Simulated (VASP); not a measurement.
Write the native input for VASP 6.6.1 that does the following.

```
Task                   : single point
Functional             : r2SCAN
Potentials or basis    : VASP PAW PBE potentials, release 64 (Si, Ni)
Cutoff                 : 520 eV
k mesh                 : 1 × 1 × 1
Occupations            : gaussian, width 0.02 eV
Spin                   : collinear spin, zero start
Starting moments       : [0.0, 0.0, 0.0, 0.0, 0.0, 0.0, 0.0, 0.0, 0.0, 0.0, 0.0, 0.0, 0.0, 0.0, 0.0, 0.0, 0.0] μB
Dipole correction      : no
Further INCAR settings : LREAL = Auto; ALGO = Normal; EDIFF = 1e-06; NBANDS = 55
```

Crystal: Si16Ni (a cell with a defect).

```xyz
17
Lattice="0.0000 5.4300 5.4300 5.4300 0.0000 5.4300 5.4300 5.4300 0.0000" Properties=species:S:1:pos:R:3 pbc="T T T"
Si   -0.0983   -0.2772    0.0440
Si    1.1387    0.6929    1.7497
Si    2.4228    2.7781   -0.0752
Si    4.2057    3.5254    1.2872
Si    3.2870    0.5012    2.4920
Si    4.5108    1.7951    4.4839
Si    5.5129    3.4588    3.1981
Si    7.5072    4.4667    3.8842
Si   -0.0384    1.6251    3.5938
Si    1.1018    3.6428    4.0957
Si    1.9092    3.7599    1.9646
Si    3.0134    7.7363    3.1858
Si    2.9295    3.0486    5.5043
Si    4.2539    4.7692    6.0992
Si    6.1812    5.7544    5.4069
Si    6.7824    7.5223    6.9067
Ni    5.8149    2.5331    6.2791
```

The input as run:

POSCAR

```
Si16Ni
1.0
    0.0000000000      5.4300000000      5.4300000000
    5.4300000000      0.0000000000      5.4300000000
    5.4300000000      5.4300000000      0.0000000000
Si Ni
16 1
Direct
   -0.0124278085      0.0205248619     -0.0386259669
    0.1200610497      0.2021691529      0.0075446593
    0.0257883978     -0.0396408840      0.4858252302
    0.0558834254      0.1811749540      0.5933570902
   -0.0270427256      0.4859812155      0.1193530387
    0.1628166667      0.6629477901      0.1677651013
    0.1053418969      0.4836282689      0.5316442910
    0.0776901473      0.6376334254      0.7449034070
    0.4840918048      0.1777483425     -0.1848131676
    0.6111178637      0.1431622468      0.0597445672
    0.3513196133      0.0104914365      0.3411104052
    0.7282431860     -0.1415348987      0.6964934622
    0.5178100368      0.4958678637      0.0436332413
    0.6090657459      0.5141685083      0.2692418048
    0.4585709945      0.5371680479      0.6011724678
    0.7040995396      0.5678439227      0.6812183241
    0.2759972376      0.8803830571      0.1905064457
```

INCAR.step1

```
PREC = Accurate ; ENCUT = 520
ISMEAR = 0 ; SIGMA = 0.02
LREAL = Auto ; LASPH = T
NELM = 150 ; ISPIN = 2
MAGMOM = 0 0 0 0 0 0 0 0 0 0 0 0 0 0 0 0 0 ; LMAXMIX = 4
NBANDS = 55 ; GGA = PE
ALGO = Normal ; EDIFF = 1E-4
LWAVE = T ; LCHARG = F
```

INCAR.step2

```
PREC = Accurate ; ENCUT = 520
EDIFF = 1E-6 ; ISMEAR = 0
SIGMA = 0.02 ; LREAL = Auto
LASPH = T ; NELM = 150
ALGO = Normal ; ISIF = 2
LWAVE = F ; LCHARG = T
ISPIN = 2 ; MAGMOM = 0 0 0 0 0 0 0 0 0 0 0 0 0 0 0 0 0
LORBIT = 11 ; LMAXMIX = 4
METAGGA = R2SCAN ; LMIXTAU = T
LELF = T ; LVHAR = T
NBANDS = 55 ; ISTART = 1
```

KPOINTS

```
regular mesh
0
Gamma
  1 1 1
```

Potentials or basis: VASP PAW PBE potentials, release 64 (Si, Ni).

Launch:

```sh
$ cat potpaw_PBE.64/Si/POTCAR potpaw_PBE.64/Ni/POTCAR > POTCAR
$ cp INCAR.step1 INCAR
$ mpirun -np 1 vasp_gam > vasp.out
$ cp INCAR.step2 INCAR
$ mpirun -np 1 vasp_gam > vasp.out
```

It gave:

The pressure is 5.3 GPa. The largest force is 0.755 eV/Å, the band gap on the k mesh is 0.84 eV and the net moment is 0.00 μB per cell. The valence electrons inside the program's atomic spheres are Si 1.67, 1.72, 1.71, 1.66, 1.69, 1.70, 1.68, 1.62; Ni 9.54.

Caveat: the k points lie up to 1.00 Å⁻¹ apart; the PAW data sets were made with another functional, which shifts forces and pressure a little.

Run time: 2.7 min on 1 thread of AMD EPYC 9R45 96-Core Processor (Zen 5) (shared host), peak memory 0.7 GiB.
